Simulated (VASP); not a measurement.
# Ga3S2 (Pm-3m) in VASP: a series of runs, part 2 of 2

VASP 6.6.1. The steps go on from the part before.

## Step 3: Relaxation of cell and atoms, PBE

This run uses another cell than the first one, of 25.51 Å³/atom.

The input, INCAR:

```
PREC = Accurate
ENCUT = 600
EDIFF = 1E-6
ISMEAR = 0
SIGMA = 0.1
LREAL = F
LASPH = T
NELM = 60
ALGO = Normal
ISIF = 3
LWAVE = F
LCHARG = F
GGA = PE
IBRION = 2
NSW = 100
EDIFFG = -0.01
```

The input, KPOINTS:

```
Automatic mesh
0
Gamma
  8 8 8
```

The input, POSCAR:

```
Ga3S2
1.0
    5.0340652856      0.0000000000      0.0000000000
    0.0000000000      5.0340652856      0.0000000000
    0.0000000000      0.0000000000      5.0340652856
Ga S
3 2
Direct
    0.0000000000      0.5000000000      0.5000000000
    0.5000000000      0.0000000000      0.5000000000
    0.5000000000      0.5000000000      0.0000000000
    0.5000000000      0.5000000000      0.5000000000
    0.0000000000      0.0000000000      0.0000000000
```

Potentials or basis: VASP PAW PBE potentials, release 64 (Ga_d, S).

Run with:

```bash
cat potpaw_PBE.64/Ga_d/POTCAR potpaw_PBE.64/S/POTCAR > POTCAR
mpirun -np 1 vasp_std > vasp.out
```

OUTCAR:

```text
PREC = Accurate
   ENCUT = 600
   EDIFF = 1E-6
   ISMEAR = 0
   LREAL = F
   LASPH = T
   NELM = 60
   ISIF = 3
   GGA = PE
   IBRION = 2
   NSW = 100
   EDIFFG = -0.01

 ion  position               nearest neighbor table
   1  0.000  0.500  0.500-   4 2.52   4 2.52
   2  0.500  0.000  0.500-   4 2.52   4 2.52
   3  0.500  0.500  0.000-   4 2.52   4 2.52
   4  0.500  0.500  0.500-   1 2.52   2 2.52   3 2.52   3 2.52   2 2.52   1 2.52
   5  0.000  0.000  0.000-

  LATTYP: Found a simple cubic cell.
 ALAT       =     5.0340652856

  Lattice vectors:

 A1 = (   5.0340652856,   0.0000000000,   0.0000000000)
 A2 = (   0.0000000000,   5.0340652856,   0.0000000000)
 A3 = (   0.0000000000,   0.0000000000,   5.0340652856)

Analysis of symmetry for initial positions (statically):
=====================================================================
 Subroutine PRICEL returns:
 Original cell was already a primitive cell.

 Routine SETGRP: Setting up the symmetry group for a
 simple cubic supercell.

 Subroutine GETGRP returns: Found 48 space group operations
 (whereof 48 operations were pure point group operations)
 out of a pool of 48 trial point group operations.

The static configuration has the point symmetry O_h .

Analysis of symmetry for dynamics (positions and initial velocities):
=====================================================================
 Subroutine PRICEL returns:
 Original cell was already a primitive cell.

 Routine SETGRP: Setting up the symmetry group for a
 simple cubic supercell.

 Subroutine GETGRP returns: Found 48 space group operations
 (whereof 48 operations were pure point group operations)
 out of a pool of 48 trial point group operations.

The dynamic configuration has the point symmetry O_h .

 Subroutine INISYM returns: Found 48 space group operations
 (whereof 48 operations are pure point group operations),
 and found     1 'primitive' translations

----------------------------------------------------------------------------------------

                                     Primitive cell

  volume of cell :     127.5723

  direct lattice vectors                    reciprocal lattice vectors
     5.034065286  0.000000000  0.000000000     0.198646609  0.000000000  0.000000000
     0.000000000  5.034065286  0.000000000     0.000000000  0.198646609  0.000000000
     0.000000000  0.000000000  5.034065286     0.000000000  0.000000000  0.198646609

  length of vectors
     5.034065286  5.034065286  5.034065286     0.198646609  0.198646609  0.198646609

  position of ions in fractional coordinates (direct lattice)
     0.000000000  0.500000000  0.500000000
     0.500000000  0.000000000  0.500000000
     0.500000000  0.500000000  0.000000000
     0.500000000  0.500000000  0.500000000
     0.000000000  0.000000000  0.000000000

  ion indices of the primitive-cell ions
   primitive index   ion index
                 1           1
                 2           2
                 3           3
                 4           4
                 5           5

----------------------------------------------------------------------------------------

 KPOINTS: Automatic mesh

[... 24 lines left out ...]
  0.000000  0.000000  0.000000      1.000000
  0.125000  0.000000  0.000000      6.000000
  0.250000  0.000000  0.000000      6.000000
  0.375000  0.000000  0.000000      6.000000
  0.500000  0.000000  0.000000      3.000000
  0.125000  0.125000  0.000000     12.000000
[... 16 lines left out ...]
  0.375000  0.375000  0.125000     24.000000
  0.500000  0.375000  0.125000     24.000000
 [... further k-points ...]
   k-points           NKPTS =     35   k-points in BZ     NKDIM =     35   number of bands    NBANDS=     30
   number of dos      NEDOS =    301   number of ions     NIONS =      5
   total plane-waves  NPLWV =  64000
   dimension x,y,z NGX =    40 NGY =   40 NGZ =   40
   dimension x,y,z NGXF=    80 NGYF=   80 NGZF=   80
   ions per type =               3   2
   NGX,Y,Z   is equivalent  to a cutoff of  13.21, 13.21, 13.21 a.u.
   NGXF,Y,Z  is equivalent  to a cutoff of  26.42, 26.42, 26.42 a.u.
 SYSTEM =  unknown system
   PREC   = accura    normal or accurate (medium, high low for compatibility)
   ISTART =      0    job   : 0-new  1-cont  2-samecut
   ICHARG =      2    charge: 1-file 2-atom 10-const
   ISPIN  =      1    spin polarized calculation?
   LNONCOLLINEAR =      F non collinear calculations
   LSORBIT =      F    spin-orbit coupling
   LASPH  =      T    aspherical Exc in radial PAW
   ENCUT  =  600.0 eV  44.10 Ry    6.64 a.u.  10.05 10.05 10.05*2*pi/ulx,y,z
   NELM   =     60;   NELMIN=  2; NELMDL= -5     # of ELM steps
   EDIFF  = 0.1E-05   stopping-criterion for ELM
   LREAL  =      F    real-space projection
   EDIFFG = -.1E-01   stopping-criterion for IOM
   NSW    =    100    number of steps for IOM
   IBRION =      2    ionic relax: 0-MD 1-quasi-New 2-CG
   NFREE  =      1    steps in history (QN), initial steepest desc. (CG)
   ISIF   =      3    stress and relaxation
   ISYM   =      2    0-nonsym 1-usesym 2-fastsym
   POTIM  = 0.5000    time-step for ionic-motion
   TEBEG  =    0.0;   TEEND  =   0.0 temperature during run
   PSTRESS=    0.0 pullay stress
   NELECT =      51.0000    total number of electrons
   NUPDOWN=      -1.0000    fix difference up-down
   EMIN   =  10.00;   EMAX   =-10.00  energy-range for DOS
   EFERMI =   0.00;   METHOD = LEGACY
   ISMEAR =     0;   SIGMA  =   0.10  broadening in eV -4-tet -1-fermi 0-gaus
   EFERMI_NEDOS =   21; number of points for ismear=-14 and -15
   IALGO  =     38    algorithm
   IMIX   =      4    mixing-type and parameters
     AMIX     =   0.40;   BMIX     =  1.00
     AMIX_MAG =   1.60;   BMIX_MAG =  1.00
  volume/ion in A,a.u.               =      25.51       172.18
  Fermi-wavevector in a.u.,A,eV,Ry     =   1.205996  2.279003 19.788688  1.454428
  Thomas-Fermi vector in A             =   2.341677
   LORBIT       =      0    0 simple, 1 ext, 2 COOP (PROOUT), +10 PAW based schemes
   GGA     = PE    functional components
   LHFCALC =     F    Hartree Fock is set to
   AEXX    =    0.0000 exact exchange contribution
   IVDW    =     0    specifies the selected vdW correction
   LEPSILON=     F    determine dielectric tensor
   LRPA    =     F    only Hartree local field effects (RPA)
 conjugate gradient relaxation of ions
 non-spin polarized calculation
 Gauss-broadening in eV      SIGMA  =   0.10
  energy-cutoff  :      600.00
  volume of cell :      127.57
 maximum number of plane-waves:      4337
   NGX = 21   NGY = 21   NGZ = 21

 number of electron      51.0000051 magnetization

 Free energy of the ion-electron system (eV)
  ---------------------------------------------------
  ext. energy  EPLUGINS =         0.00000000
  ---------------------------------------------------
  free energy    TOTEN  =       -15.43531990 eV

  energy without entropy =      -15.41744503  energy(sigma->0) =      -15.42638246

 E-fermi :   2.9516     XC(G=0):  -9.0847

 val. band max:        2.9316793713   @ k =   0.3750   0.3750   0.1250
 cond. band min:       2.9534936390   @ k =   0.5000   0.3750   0.1250
 fundamental gap:      0.0218142678
 Fermi energy:         2.9516487591

 k-point     1 :       0.0000    0.0000    0.0000
  band No.  band energies     occupation
      1     -12.6302      2.00000
      2     -11.9362      2.00000
      3     -11.9362      2.00000
      4     -11.9362      2.00000
      5     -11.9333      2.00000
      6     -11.9333      2.00000
[... 781 lines left out ...]
     29       4.7634      0.00000
     30       6.2885      0.00000

 [... further k-points ...]

------------------------ aborting loop because EDIFF is reached ----------------------------------------

  FORCE on cell =-STRESS in cart. coord.  units (eV):
  Direction    XX          YY          ZZ          XY          YZ          ZX
  --------------------------------------------------------------------------------------
  -------------------------------------------------------------------------------------
  Total        0.0294930      0.0294930      0.0294930     -0.0000000      0.0000000     -0.0000000
  in kB        0.3704020      0.3704020      0.3704020     -0.0000000      0.0000000     -0.0000000
  external PRESSURE =       0.3704020 kB  Pullay stress =       0.0000000 kB

 VOLUME and BASIS-vectors are now :
 -----------------------------------------------------------------------------
  energy-cutoff  :      600.00
  volume of cell :      127.57
      direct lattice vectors                 reciprocal lattice vectors
     5.034065286  0.000000000  0.000000000     0.198646609  0.000000000  0.000000000
     0.000000000  5.034065286  0.000000000     0.000000000  0.198646609  0.000000000
     0.000000000  0.000000000  5.034065286     0.000000000  0.000000000  0.198646609

 POSITION                                       TOTAL-FORCE (eV/Angst)
 -----------------------------------------------------------------------------------
      0.00000      2.51703      2.51703         0.000000      0.000000      0.000000
      2.51703      0.00000      2.51703         0.000000      0.000000      0.000000
      2.51703      2.51703      0.00000         0.000000      0.000000      0.000000
      2.51703      2.51703      2.51703         0.000000      0.000000      0.000000
      0.00000      0.00000      0.00000         0.000000      0.000000      0.000000
 -----------------------------------------------------------------------------------
    total drift:                               -0.000000     -0.000000     -0.000000

  FREE ENERGIE OF THE ION-ELECTRON SYSTEM (eV)
  ---------------------------------------------------
  free  energy   TOTEN  =       -15.4353198952 eV

  energy  without entropy=      -15.4174450261  energy(sigma->0) =      -15.42638246

 reached required accuracy - stopping structural energy minimisation
```

It took 3.5 min on 1 thread of Intel Xeon 8259CL, shared host; peak memory 0.31 GiB.

Results:

```
Free energy             : -15.4353 eV
Pressure after relaxing : 0.0 GPa
Band gap on the k mesh  : zero (an odd number of electrons rules out a gap without spin polarisation)
```

Final structure:
```yaml
crystal:
  lattice:
    - [5.03407, 0.00000, 0.00000]
    - [0.00000, 5.03407, 0.00000]
    - [0.00000, 0.00000, 5.03407]
  atoms:
    - { symbol: Ga, position: [0.00000, 0.50000, 0.50000] }
    - { symbol: Ga, position: [0.50000, 0.00000, 0.50000] }
    - { symbol: Ga, position: [0.50000, 0.50000, 0.00000] }
    - { symbol: S, position: [0.50000, 0.50000, 0.50000] }
    - { symbol: S, position: [0.00000, 0.00000, 0.00000] }
```

Levels at points of the mesh, in eV from the Fermi level:
| k point | band 23 | band 24 | band 25 | band 26 | band 27 | band 28 | band 29 | band 30 |
| --- | --- | --- | --- | --- | --- | --- | --- | --- |
| (0.00, 0.00, 0.00) | -3.92 | -1.41 | -1.41 | -1.41 | 3.57 | 3.57 | 3.57 | 4.05 |
| (0.50, 0.00, 0.00) | -1.56 | -1.56 | -0.29 | 0.51 | 1.89 | 2.54 | 2.54 | 2.65 |
| (0.50, 0.50, 0.00) | -1.68 | -1.22 | -0.54 | 1.04 | 1.04 | 1.51 | 1.51 | 3.35 |
| (0.50, 0.50, 0.50) | -2.77 | 0.70 | 0.70 | 0.70 | 1.90 | 1.90 | 1.90 | 3.43 |

Caveat: the relaxation stopped at its first step, so nothing moved.
